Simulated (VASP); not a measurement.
Write the native input for VASP 6.6.1 that does the following.

```
Task                   : single point
Functional             : PBEsol
Potentials or basis    : VASP PAW PBE potentials, release 64 (Ti_sv, Al)
Cutoff                 : 520 eV
k mesh                 : 18 × 18 × 10
Occupations            : gaussian, width 0.15 eV
Spin                   : no spin polarisation
Dipole correction      : no
Further INCAR settings : ALGO = Fast; EDIFF = 1e-06; NBANDS = 14
```

The structure of TiAl lies in POSCAR:

```
TiAl
1.0
    2.8475477334      0.0000000000      0.0000000000
   -1.4237738667      2.4660486756      0.0000000000
    0.0000000000      0.0000000000      4.9887000000
Ti Al
1 1
Direct
    0.0000000000      0.0000000000      0.0000000000
    0.3333333333      0.6666666667      0.5000000000
```

These files were run (other wordings do the same):

INCAR

```
SYSTEM = TiAl
PREC = Accurate
ENCUT = 520
EDIFF = 1E-6
ISMEAR = 0
SIGMA = 0.15
LREAL = .False.
LASPH = .True.
NELM = 80
ALGO = Fast
ISIF = 2
LWAVE = .False.
LCHARG = .False.
GGA = PS
NBANDS = 14
```

KPOINTS

```
Automatic mesh
0
Gamma
  18 18 10
  0 0 0
```

Potentials or basis: VASP PAW PBE potentials, release 64 (Ti_sv, Al).

Run with:

```console
$ cat potpaw_PBE.64/Ti_sv/POTCAR potpaw_PBE.64/Al/POTCAR > POTCAR
$ mpirun -np 1 vasp_std > vasp.out
```

Results of the run:

- Pressure: -7.5 GPa
- Band gap on the k mesh: zero (an odd number of electrons rules out a gap without spin polarisation)

Caveat: the cell stands under tension; the PAW data sets were made with another functional, which shifts forces and pressure a little.

Run time: 5.6 min on 1 thread of Intel Xeon 8259CL (shared host), peak memory 0.25 GiB.
